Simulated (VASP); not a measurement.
Here is a VASP 6.6.1 calculation.

Contents of INCAR:

```
PREC     = Accurate       # precision mode
ENCUT    = 600            # plane-wave cutoff, eV
EDIFF    = 1E-6           # SCF threshold, eV
ISMEAR   = 0              # smearing method
SIGMA    = 0.1            # smearing width, eV
LREAL    = F              # projectors in reciprocal space
LASPH    = T              # aspherical terms in the spheres
NELM     = 80             # most SCF steps
ALGO     = Normal         # electronic algorithm
ISIF     = 3              # what is computed and relaxed
LWAVE    = F              # write WAVECAR
LCHARG   = F              # write CHGCAR
GGA      = PS             # functional
IBRION   = 2              # ionic algorithm
NSW      = 70             # ionic steps
EDIFFG   = -0.008         # ionic threshold
PSTRESS  = 80.0
```

KPOINTS

```
regular mesh
0
Gamma
  18 18 18
```

Contents of POSCAR:

```
TiN
1.0
    0.0000000000      2.0841131644      2.0841131644
    2.0841131644      0.0000000000      2.0841131644
    2.0841131644      2.0841131644      0.0000000000
Ti N
1 1
Direct
    0.0000000000      0.0000000000      0.0000000000
    0.5000000000      0.5000000000      0.5000000000
```

Potentials or basis: VASP PAW PBE potentials, release 64 (Ti_sv, N).

Launch:

```console
$ cat potpaw_PBE.64/Ti_sv/POTCAR potpaw_PBE.64/N/POTCAR > POTCAR
$ mpirun -np 1 vasp_std > vasp.out
```

What does it give for the relaxed cell?

a = 2.949 Å, b = 2.949 Å, c = 2.949 Å, α = 60.00°, β = 60.00°, γ = 60.00°.

Predict the relaxed volume.

9.07 Å³/atom.

What does it give for the space group after relaxing (to 0.05 Å)?

Fm-3m (No. 225).

Final structure:
```
Ti N
1.0
     0.00000    2.08514    2.08514
     2.08514    0.00000    2.08514
     2.08514    2.08514    0.00000
Ti N
1 1
Cartesian
  0.0000 0.0000 0.0000
  2.0851 2.0851 2.0851
```

Caveat: the cell is relaxed towards a set pressure, so the enthalpy falls and the energy may rise; the PAW data sets were made with another functional, which shifts forces and pressure a little.
